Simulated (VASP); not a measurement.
# Ti3H in VASP: a series of runs

Ti3H is run at these levels: PBE; tasks: single point.

Program: VASP 6.6.1. These are calculated values, not measurements. Logs are shortened: lines on timing, memory, paths and dates and some standing lists are left out, and cuts for length are marked.

### Step 1. The cell of the first run

The cell holds a slab with vacuum, 8 atoms: a = 4.604 Å, b = 4.604 Å, c = 22.497 Å, α = 90.00°, β = 90.00°, γ = 120.00°.

### Step 2. Single point, PBE

File INCAR:

```
SYSTEM = Ti3H
PREC = Accurate ; ENCUT = 520
EDIFF = 1E-6 ; ISMEAR = 0
SIGMA = 0.1 ; LREAL = .False.
LASPH = .True. ; NELM = 80
ALGO = Normal ; ISIF = 2
LWAVE = .False. ; LCHARG = .True.
LDIPOL = .True. ; IDIPOL = 3
DIPOL = 0.5 0.5 0.325 ; GGA = PE
LELF = .True. ; LVHAR = .True.
LVACPOTAV = .True. ; NBANDS = 47
```

File KPOINTS:

```
Automatic mesh
0
Gamma
  6 6 1
  0 0 0
```

File POSCAR:

```
Ti3H
1.0
    4.6039800811      0.0000000000      0.0000000000
   -2.3019900405      3.9871637087      0.0000000000
    0.0000000000      0.0000000000     22.4969948581
Ti H
6 2
Direct
    0.6666666667      0.3333333333      0.1778015253
    0.3333333333      0.6666666667      0.2195752601
    0.0000000000      0.0000000000      0.2613489950
    0.6666666667      0.3333333333      0.2980583739
    0.3333333333      0.6666666667      0.3304600279
    0.0000000000      0.0000000000      0.3776946615
    0.2592832011      0.7407167989      0.4688179432
    0.4073834656      0.5926165344      0.4688179432
```

Potentials or basis: VASP PAW PBE potentials, release 64 (Ti_sv, H).

Command:

```
$ cat potpaw_PBE.64/Ti_sv/POTCAR potpaw_PBE.64/H/POTCAR > POTCAR
$ mpirun -np 1 vasp_std > vasp.out
```

OUTCAR:

```text
SYSTEM = Ti3H
   PREC = Accurate
   ENCUT = 520
   EDIFF = 1E-6
   ISMEAR = 0
   LREAL = .False.
   LASPH = .True.
   NELM = 80
   ISIF = 2
   GGA = PE

 ion  position               nearest neighbor table
   1  0.667  0.333  0.178-   4 2.71   2 2.82   2 2.82   2 2.82
   2  0.333  0.667  0.220-   5 2.49   1 2.82   1 2.82   3 2.82   1 2.82   3 2.82   3 2.82
   3  0.000  0.000  0.261-   6 2.62   4 2.78   4 2.78   4 2.78   2 2.82   2 2.82   2 2.82
   4  0.667  0.333  0.298-   1 2.71   5 2.76   5 2.76   5 2.76   3 2.78   3 2.78   3 2.78
   5  0.333  0.667  0.330-   2 2.49   4 2.76   4 2.76   4 2.76   6 2.86   6 2.86   6 2.86
   6  0.000  0.000  0.378-   3 2.62   5 2.86   5 2.86   5 2.86
   7  0.259  0.741  0.469-
   8  0.407  0.593  0.469-

  LATTYP: Found a hexagonal cell.
 ALAT       =     4.6039800811
 C/A-ratio  =     4.8864231517

  Lattice vectors:

 A1 = (   4.6039800811,   0.0000000000,   0.0000000000)
 A2 = (  -2.3019900405,   3.9871637087,   0.0000000000)
 A3 = (   0.0000000000,   0.0000000000,  22.4969948581)

Analysis of symmetry for initial positions (statically):
=====================================================================
 Subroutine PRICEL returns:
 Original cell was already a primitive cell.

 Routine SETGRP: Setting up the symmetry group for a
 hexagonal supercell.

 Subroutine GETGRP returns: Found  2 space group operations
 (whereof  2 operations were pure point group operations)
 out of a pool of 24 trial point group operations.

The static configuration has the point symmetry C_1h.

Analysis of symmetry for dynamics (positions and initial velocities):
=====================================================================
 Subroutine PRICEL returns:
 Original cell was already a primitive cell.

 Routine SETGRP: Setting up the symmetry group for a
 hexagonal supercell.

 Subroutine GETGRP returns: Found  2 space group operations
 (whereof  2 operations were pure point group operations)
 out of a pool of 24 trial point group operations.

The dynamic configuration has the point symmetry C_1h.

 Subroutine INISYM returns: Found  2 space group operations
 (whereof  2 operations are pure point group operations),
 and found     1 'primitive' translations

[... 100 lines left out ...]
   ISIF   =      2    stress and relaxation
   ISYM   =      2    0-nonsym 1-usesym 2-fastsym
   POTIM  = 0.5000    time-step for ionic-motion
   TEBEG  =    0.0;   TEEND  =   0.0 temperature during run
   PSTRESS=    0.0 pullay stress
   NELECT =      74.0000    total number of electrons
   NUPDOWN=      -1.0000    fix difference up-down
   EMIN   =  10.00;   EMAX   =-10.00  energy-range for DOS
   EFERMI =   0.00;   METHOD = LEGACY
   ISMEAR =     0;   SIGMA  =   0.10  broadening in eV -4-tet -1-fermi 0-gaus
   EFERMI_NEDOS =   21; number of points for ismear=-14 and -15
   IALGO  =     38    algorithm
   IMIX   =      4    mixing-type and parameters
     AMIX     =   0.40;   BMIX     =  1.00
     AMIX_MAG =   1.60;   BMIX_MAG =  1.00
  volume/ion in A,a.u.               =      51.62       348.36
  Fermi-wavevector in a.u.,A,eV,Ry     =   0.922950  1.744122 11.589936  0.851836
  Thomas-Fermi vector in A             =   2.048533
   LORBIT       =      0    0 simple, 1 ext, 2 COOP (PROOUT), +10 PAW based schemes
   GGA     = PE    functional components
   LHFCALC =     F    Hartree Fock is set to
   AEXX    =    0.0000 exact exchange contribution
   IVDW    =     0    specifies the selected vdW correction
   LEPSILON=     F    determine dielectric tensor
   LRPA    =     F    only Hartree local field effects (RPA)
 non-spin polarized calculation
 Gauss-broadening in eV      SIGMA  =   0.10
  energy-cutoff  :      520.00
  volume of cell :      412.97
 maximum number of plane-waves:     11163
 NGX is ok and might be reduce to    36
   NGX = 17   NGY = 17   NGZ = 83

 dipolmoment           0.000000      0.000000     -0.002038 electrons x Angstroem

 number of electron      73.9999981 magnetization

 dipolmoment           0.000000      0.000000      0.033448 electrons x Angstroem

 Free energy of the ion-electron system (eV)
  ---------------------------------------------------
  ext. energy  EPLUGINS =         0.00000000
  ---------------------------------------------------
  free energy    TOTEN  =       -47.18690931 eV

  energy without entropy =      -47.11278392  energy(sigma->0) =      -47.14984662

 E-fermi :  -0.4487     XC(G=0):  -4.1396

 val. band max:       -0.4917574618   @ k =  -0.1667   0.5000   0.0000
 cond. band min:      -0.4421750678   @ k =   0.0000   0.0000   0.0000
 fundamental gap:      0.0495823939
 Fermi energy:        -0.4487429126

 k-point     1 :       0.0000    0.0000    0.0000
  band No.  band energies     occupation
      1     -57.5131      2.00000
      2     -57.4789      2.00000
      3     -56.9367      2.00000
      4     -56.8198      2.00000
      5     -56.7828      2.00000
      6     -56.6570      2.00000
[... 639 lines left out ...]
     46       0.9496      0.00000
     47       1.0604      0.00000

------------------------ aborting loop because EDIFF is reached ----------------------------------------

  FORCE on cell =-STRESS in cart. coord.  units (eV):
  Direction    XX          YY          ZZ          XY          YZ          ZX
  --------------------------------------------------------------------------------------
  -------------------------------------------------------------------------------------
  Total       -6.6333217     -4.7254536     -2.2412512      1.6522623     -0.0451457      0.0781947
  in kB      -25.7347309    -18.3329380     -8.6951907      6.4101407     -0.1751481      0.3033653
  external PRESSURE =     -17.5876198 kB  Pullay stress =       0.0000000 kB

 VOLUME and BASIS-vectors are now :
 -----------------------------------------------------------------------------
  energy-cutoff  :      520.00
  volume of cell :      412.97
      direct lattice vectors                 reciprocal lattice vectors
     4.603980081  0.000000000  0.000000000     0.217203372  0.125402426  0.000000000
    -2.301990040  3.987163709  0.000000000     0.000000000  0.250804851  0.000000000
     0.000000000  0.000000000 22.496994858     0.000000000  0.000000000  0.044450381

 POSITION                                       TOTAL-FORCE (eV/Angst)
 -----------------------------------------------------------------------------------
      2.30199      1.32905      4.00000         0.023873     -0.013783      0.125101
     -0.00000      2.65811      4.93978        -0.018775      0.010840      0.442965
      0.00000      0.00000      5.87957        -0.015786      0.009114     -0.420638
      2.30199      1.32905      6.70542        -0.012986      0.007497     -0.054322
     -0.00000      2.65811      7.43436         0.000608     -0.000351      0.318284
      0.00000      0.00000      8.49699        -0.003648      0.002106      0.033109
     -0.51139      2.95336     10.54699         2.974863     -1.717538     -0.219567
      0.51139      2.36286     10.54699        -2.948149      1.702115     -0.224933
 -----------------------------------------------------------------------------------
    total drift:                               -0.000002      0.000001     -0.000072

  FREE ENERGIE OF THE ION-ELECTRON SYSTEM (eV)
  ---------------------------------------------------
  free  energy   TOTEN  =       -47.1869093092 eV

  energy  without entropy=      -47.1127839210  energy(sigma->0) =      -47.14984662

 vacuum level on the upper side and lower side of the slab         3.338         3.008
```

OSZICAR:

```text
N       E                     dE             d eps       ncg     rms          rms(c)
DAV:   1     0.819709523812E+03    0.81971E+03   -0.39550E+04  1566   0.146E+03
DAV:   2     0.625289535246E+02   -0.75718E+03   -0.74054E+03  1292   0.467E+02
DAV:   3    -0.374979667114E+02   -0.10003E+03   -0.98305E+02  2013   0.147E+02
DAV:   4    -0.567706833469E+02   -0.19273E+02   -0.19056E+02  1900   0.539E+01
[... 25 lines left out ...]
DAV:  30    -0.471869030552E+02   -0.57619E-05   -0.13310E-06   948   0.680E-03    0.130E-03
DAV:  31    -0.471869063667E+02   -0.33115E-05   -0.57449E-07   932   0.369E-03    0.194E-03
DAV:  32    -0.471869076869E+02   -0.13203E-05   -0.22419E-07   842   0.305E-03    0.138E-03
DAV:  33    -0.471869087965E+02   -0.11096E-05   -0.14412E-07   828   0.186E-03    0.768E-04
DAV:  34    -0.471869093092E+02   -0.51274E-06   -0.88270E-08   821   0.152E-03
   1 F= -.47186909E+02 E0= -.47149847E+02  d E =-.741254E-01
```

stdout:

```text
POSCAR found type information on POSCAR TiH
 POSCAR found :  2 types and       8 ions
 scaLAPACK will be used
 LDA part: xc-table for (Slater+PW92), standard interpolation
 POSCAR, INCAR and KPOINTS ok, starting setup
 FFT: planning ... GRIDC
 FFT: planning ... GRID_SOFT
 FFT: planning ... GRID
 WAVECAR not read
 entering main loop
 -----------------------------------------------------------------------------
|                                                                             |
|           W    W    AA    RRRRR   N    N  II  N    N   GGGG   !!!           |
|           W    W   A  A   R    R  NN   N  II  NN   N  G    G  !!!           |
|           W    W  A    A  R    R  N N  N  II  N N  N  G       !!!           |
|           W WW W  AAAAAA  RRRRR   N  N N  II  N  N N  G  GGG   !            |
|           WW  WW  A    A  R   R   N   NN  II  N   NN  G    G                |
|           W    W  A    A  R    R  N    N  II  N    N   GGGG   !!!           |
|                                                                             |
|     Did not find any points to average over, which means that no vacuum     |
|     field-free region was found. Please increase the size of  your cell     |
|     in the dimension of the dipole correction to obtain accurate            |
|     workfunction values.                                                    |
|                                                                             |
 -----------------------------------------------------------------------------
```

It took 5.5 min on 1 thread of Intel Xeon 6975P-C (Granite Rapids), shared host; peak memory 0.56 GiB.

What came out:

| Item | Value |
| --- | --- |
| Free energy | -47.1869 eV |
| Largest force | 3.442 eV/Å |
| Band gap on the k mesh | zero (bands 37 and 38 overlap by 0.25 eV) |

Forces in eV/Å, atoms in the order of the input:
```
Ti   0.024 -0.014  0.125
Ti  -0.019  0.011  0.443
Ti  -0.016  0.009 -0.421
Ti  -0.013  0.007 -0.054
Ti   0.001  0.000  0.318
Ti  -0.004  0.002  0.033
H    2.975 -1.718 -0.220
H   -2.948  1.702 -0.225
```

### Step 3. Single point, PBE

File INCAR:

```
PREC = Accurate
ENCUT = 520
EDIFF = 1E-6
ISMEAR = 0
SIGMA = 0.1
LREAL = F
LASPH = T
NELM = 60
ALGO = Normal
ISIF = 2
LWAVE = F
LCHARG = F
LDIPOL = T
IDIPOL = 3
DIPOL = 0.5 0.5 0.336
GGA = PE
NBANDS = 47
```

File KPOINTS:

```
Automatic mesh
0
Gamma
  6 6 1
```

POSCAR, as its differences from that of step 2:

```diff
@@ -14,3 +14,3 @@
     0.0000000000      0.0000000000      0.3776946615
-    0.2592832011      0.7407167989      0.4688179432
-    0.4073834656      0.5926165344      0.4688179432
+    0.2592832011      0.7407167989      0.5110458055
+    0.4073834656      0.5926165344      0.5110458055
```

Potentials or basis: VASP PAW PBE potentials, release 64 (Ti_sv, H).

Command:

```
$ cat potpaw_PBE.64/Ti_sv/POTCAR potpaw_PBE.64/H/POTCAR > POTCAR
$ mpirun -np 1 vasp_std > vasp.out
```

OUTCAR:

```text
PREC = Accurate
   ENCUT = 520
   EDIFF = 1E-6
   ISMEAR = 0
   LREAL = F
   LASPH = T
   NELM = 60
   ISIF = 2
   GGA = PE

 ion  position               nearest neighbor table
   1  0.667  0.333  0.178-   4 2.71   2 2.82   2 2.82   2 2.82
   2  0.333  0.667  0.220-   5 2.49   1 2.82   1 2.82   3 2.82   1 2.82   3 2.82   3 2.82
   3  0.000  0.000  0.261-   6 2.62   4 2.78   4 2.78   4 2.78   2 2.82   2 2.82   2 2.82
   4  0.667  0.333  0.298-   1 2.71   5 2.76   5 2.76   5 2.76   3 2.78   3 2.78   3 2.78
   5  0.333  0.667  0.330-   2 2.49   4 2.76   4 2.76   4 2.76   6 2.86   6 2.86   6 2.86
   6  0.000  0.000  0.378-   3 2.62   5 2.86   5 2.86   5 2.86
[... 859 lines left out ...]
  external PRESSURE =     -18.1118384 kB  Pullay stress =       0.0000000 kB

 VOLUME and BASIS-vectors are now :
 -----------------------------------------------------------------------------
  energy-cutoff  :      520.00
  volume of cell :      412.97
      direct lattice vectors                 reciprocal lattice vectors
     4.603980081  0.000000000  0.000000000     0.217203372  0.125402426  0.000000000
    -2.301990040  3.987163709  0.000000000     0.000000000  0.250804851  0.000000000
     0.000000000  0.000000000 22.496994858     0.000000000  0.000000000  0.044450381

 POSITION                                       TOTAL-FORCE (eV/Angst)
 -----------------------------------------------------------------------------------
      2.30199      1.32905      4.00000         0.006420     -0.003706      0.139279
     -0.00000      2.65811      4.93978        -0.005339      0.003082      0.499999
      0.00000      0.00000      5.87957        -0.003630      0.002096     -0.548072
      2.30199      1.32905      6.70542        -0.001259      0.000727     -0.030729
     -0.00000      2.65811      7.43436        -0.000574      0.000332     -0.006105
      0.00000      0.00000      8.49699        -0.019194      0.011082     -0.037849
     -0.51139      2.95336     11.49699         3.880521     -2.240420     -0.010995
      0.51139      2.36286     11.49699        -3.856945      2.226808     -0.005528
 -----------------------------------------------------------------------------------
    total drift:                               -0.000044      0.000025      0.000364

  FREE ENERGIE OF THE ION-ELECTRON SYSTEM (eV)
  ---------------------------------------------------
  free  energy   TOTEN  =       -47.0475469844 eV

  energy  without entropy=      -46.9802236144  energy(sigma->0) =      -47.01388530

 vacuum level on the upper side and lower side of the slab         3.056         2.958
```

OSZICAR:

```text
N       E                     dE             d eps       ncg     rms          rms(c)
DAV:   1     0.818078446310E+03    0.81808E+03   -0.39477E+04  1566   0.146E+03
DAV:   2     0.636580968362E+02   -0.75442E+03   -0.73850E+03  1278   0.467E+02
DAV:   3    -0.372046358567E+02   -0.10086E+03   -0.98870E+02  2021   0.147E+02
[... 25 lines left out ...]
DAV:  29    -0.470475348797E+02   -0.11318E-04   -0.54935E-06  1164   0.115E-02    0.355E-03
DAV:  30    -0.470475422433E+02   -0.73635E-05   -0.12114E-06   958   0.701E-03    0.794E-04
DAV:  31    -0.470475448119E+02   -0.25686E-05   -0.35413E-07   894   0.336E-03    0.710E-04
DAV:  32    -0.470475463692E+02   -0.15573E-05   -0.23420E-07   893   0.250E-03    0.119E-03
DAV:  33    -0.470475469844E+02   -0.61517E-06   -0.15357E-07   850   0.254E-03
   1 F= -.47047547E+02 E0= -.47013885E+02  d E =-.673234E-01
```

stdout:

```text
POSCAR found type information on POSCAR TiH
 POSCAR found :  2 types and       8 ions
 scaLAPACK will be used
 LDA part: xc-table for (Slater+PW92), standard interpolation
 POSCAR, INCAR and KPOINTS ok, starting setup
 FFT: planning ... GRIDC
 FFT: planning ... GRID_SOFT
 FFT: planning ... GRID
 WAVECAR not read
 entering main loop
```

It took 5.4 min on 1 thread of Intel Xeon 6975P-C (Granite Rapids), shared host; peak memory 0.56 GiB.

What came out:

| Property | Result |
| --- | --- |
| Free energy | -47.0475 eV |
| Largest force | 4.481 eV/Å |
| Band gap on the k mesh | zero (bands 37 and 38 overlap by 0.24 eV) |

Forces in eV/Å, atoms in the order of the input:
```
Ti   0.006 -0.004  0.139
Ti  -0.005  0.003  0.500
Ti  -0.004  0.002 -0.548
Ti  -0.001  0.001 -0.031
Ti  -0.001  0.000 -0.006
Ti  -0.019  0.011 -0.038
H    3.881 -2.240 -0.011
H   -3.857  2.227 -0.006
```

### Step 4. Single point, PBE

File INCAR:

```
SYSTEM = Ti3H
PREC = Accurate
ENCUT = 520
EDIFF = 1E-6
ISMEAR = 0
SIGMA = 0.1
LREAL = .False.
LASPH = .True.
NELM = 80
ALGO = Normal
ISIF = 2
LWAVE = .False.
LCHARG = .False.
LDIPOL = .True.
IDIPOL = 3
DIPOL = 0.5 0.5 0.311
GGA = PE
NBANDS = 47
```

File KPOINTS:

```
regular mesh
0
Gamma
  6 6 1
  0 0 0
```

POSCAR, as its differences from that of step 3:

```diff
@@ -14,3 +14,3 @@
     0.0000000000      0.0000000000      0.3776946615
-    0.2592832011      0.7407167989      0.5110458055
-    0.4073834656      0.5926165344      0.5110458055
+    0.2173987909      0.7826012091      0.4119214551
+    0.4492678757      0.5507321243      0.4119214551
```

Command:

```
$ cat potpaw_PBE.64/Ti_sv/POTCAR potpaw_PBE.64/H/POTCAR > POTCAR
$ mpirun -np 1 vasp_std > vasp.out
```

Wall time 5 min (1 thread of Intel Xeon 6975P-C (Granite Rapids), shared host); peak memory 0.56 GiB.

It converged, with:

```yaml
Free_energy: -49.2867 eV
Largest_force: 2.188 eV/Å
Band_gap_on_the_k_mesh: zero (bands 37 and 38 overlap by 0.14 eV)
```

Forces in eV/Å, atoms in the order of the input:
```
Ti  -0.056  0.032  0.058
Ti  -0.033  0.019  0.164
Ti  -0.036  0.021 -0.621
Ti   0.045 -0.026 -0.515
Ti  -0.287  0.166  2.163
Ti   0.111 -0.064  0.786
H   -0.038  0.022 -0.917
H    0.293 -0.169 -1.117
```

Levels at points of the mesh, in eV from the Fermi level:
```csv
k point,band 34,band 35,band 36,band 37,band 38,band 39,band 40,band 41
"(0.00, 0.00, 0.00)",-0.50,-0.49,-0.30,-0.21,-0.06,-0.01,0.23,0.51
"(0.50, 0.00, 0.00)",-0.44,-0.40,-0.27,-0.14,-0.07,0.05,0.40,0.55
"(0.50, 0.50, 0.00)",-0.44,-0.40,-0.25,-0.04,0.01,0.36,0.38,0.58
```

### Step 5. Single point, PBE

File INCAR:

```
PREC = Accurate
ENCUT = 520
EDIFF = 1E-7
ISMEAR = 0
SIGMA = 0.1
LREAL = F
LASPH = T
NELM = 80
ALGO = Normal
ISIF = 2
LWAVE = F
LCHARG = F
LDIPOL = T
IDIPOL = 3
DIPOL = 0.5 0.5 0.318
GGA = PE
NBANDS = 47
```

File KPOINTS:

```
regular mesh
0
Gamma
  6 6 1
```

POSCAR, as its differences from that of step 4:

```diff
@@ -14,3 +14,3 @@
     0.0000000000      0.0000000000      0.3776946615
-    0.2173987909      0.7826012091      0.4119214551
-    0.4492678757      0.5507321243      0.4119214551
+    0.2173987909      0.7826012091      0.4403696992
+    0.4492678757      0.5507321243      0.4403696992
```

Command:

```
$ cat potpaw_PBE.64/Ti_sv/POTCAR potpaw_PBE.64/H/POTCAR > POTCAR
$ mpirun -np 1 vasp_std > vasp.out
```

It took 5.5 min on 1 thread of Intel Xeon 6975P-C (Granite Rapids), shared host; peak memory 0.56 GiB.

It converged, with:

```yaml
Free_energy: -47.4103 eV
Largest_force: 2.283 eV/Å
Band_gap_on_the_k_mesh: zero (bands 37 and 38 overlap by 0.18 eV)
```

Forces on the atoms (eV/Å):
```
Ti  -0.034  0.019  0.082
Ti  -0.017  0.010  0.202
Ti   0.001 -0.001 -0.610
Ti   0.055 -0.032 -0.469
Ti  -0.165  0.095  2.275
Ti   0.419 -0.242  1.666
H   -0.144  0.083 -1.499
H   -0.114  0.066 -1.646
```

Levels at points of the mesh, in eV from the Fermi level:
```tsv
k point	band 35	band 36	band 37	band 38	band 39	band 40
(0.00, 0.00, 0.00)	-0.50	-0.31	-0.18	-0.09	-0.04	0.01
(0.50, 0.00, 0.00)	-0.34	-0.27	-0.11	-0.04	0.07	0.40
(0.50, 0.50, 0.00)	-0.40	-0.25	-0.06	0.01	0.24	0.37
```

### Step 6. Summary

| cell | gap on the mesh (eV) | largest force (eV/Å) |
| --- | --- | --- |
| as given, atomic positions A | none | 3.44 |
| as given, atomic positions B | none | 4.48 |
| as given, atomic positions C | none | 2.19 |
| as given, atomic positions D | none | 2.28 |

Alike in all rows: task single point; level PBE; potentials or basis VASP PAW PBE potentials, release 64 (Ti_sv, H); no spin polarisation; k mesh 6 × 6 × 1; cutoff (eV) 520; smearing gaussian 0.1 eV.

Absolute energies hang on the potentials; compare differences alone.
